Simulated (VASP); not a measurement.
CaPb:

```xyz
2
Lattice="3.6216 0.0000 0.0000 0.0000 3.6216 0.0000 0.0000 0.0000 4.6266" Properties=species:S:1:pos:R:3 pbc="T T T"
Ca    0.0000    0.0000    0.0000
Pb    1.8108    1.8108    2.3133
```

* Program: VASP 6.6.1
* Task: relaxation of cell and atoms
* Functional: LDA
* Potentials or basis: VASP PAW LDA potentials, release 64 (Ca_sv, Pb_d)
* Cutoff: 600 eV
* k mesh: 12 × 12 × 10
* Occupations: fermi-dirac, width 0.15 eV
* Spin: no spin polarisation

At the start: pressure -3.5 GPa; volume 30.34 Å³/atom.

Q: How do energy, volume and symmetry change on relaxing?

A: Over 12 steps the energy falls by 35.3 meV/atom and the volume is 27.40 Å³/atom (-9.7 %); space group P4/mmm (No. 123, to 0.1 Å) before and after.

The path:
```csv
step,energy change (eV),largest force (eV/Å),pressure (GPa),volume (Å³)
1,0.0000,0.0000,-3.52,60.68
2,-0.0696,0.0000,-0.09,55.02
3,-0.0696,0.0000,-0.04,54.91
4,-0.0703,0.0000,-0.02,54.87
5,-0.0707,0.0000,-0.01,54.80
6,-0.0707,0.0000,-0.01,54.80
7,-0.0707,0.0000,0.00,54.80
8,-0.0707,0.0000,0.00,54.80
9,-0.0707,0.0000,0.00,54.79
10,-0.0707,0.0000,0.00,54.79
11,-0.0707,0.0000,0.00,54.79
12,-0.0707,0.0000,0.00,54.79
```

Final structure:
```
CELL_PARAMETERS angstrom
3.48532 0.00000 0.00000
0.00000 3.48532 0.00000
0.00000 0.00000 4.51052
ATOMIC_POSITIONS crystal
Ca 0.00000 0.00000 0.00000
Pb 0.50000 0.50000 0.50000
```
